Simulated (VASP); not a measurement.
Runs of VASP 6.6.1 on Au. The structure is that of space group Im-3m (No. 229), or close to it. The cells are those of the table. 

```csv
task,cell,gap on the mesh (eV),pressure (GPa)
relaxation of cell and atoms,"relaxed from a = 2.797 Å, angles 70.5, 109.5, 70.5°, 1 atom",none,0.0
relaxation of cell and atoms,"relaxed to 60 GPa from a = 2.797 Å, angles 70.5, 109.5, 70.5°, 1 atom",none,60.0
single point,"a = 2.672 Å, angles 70.5, 109.5, 70.5°, 1 atom",none,(a)
single point,"a = 2.812 Å, angles 70.5, 109.5, 70.5°, 1 atom",none,-0.2
single point,"a = 2.630 Å, angles 70.5, 109.5, 70.5°, 1 atom",none,59.7
```

Alike in all rows: level PBEsol; potentials or basis VASP PAW PBE potentials, release 64 (Au); no spin polarisation; k mesh 9 × 9 × 9; cutoff (eV) 500; smearing fermi-dirac 0.05 eV.

**Question.** Estimate the missing entries.

**Answer.** (a) 39.6.

Caveats: the PAW data sets were made with another functional, which shifts forces and pressure a little; spin-orbit coupling is left out, which moves the levels of the heavy elements; the cell is relaxed towards a set pressure, so the enthalpy falls and the energy may rise (some runs).

A k mesh can miss the band edges, and the runs leave out spin-orbit coupling on Au.

A gap of «none» marks levels without a gap at the run's occupations.
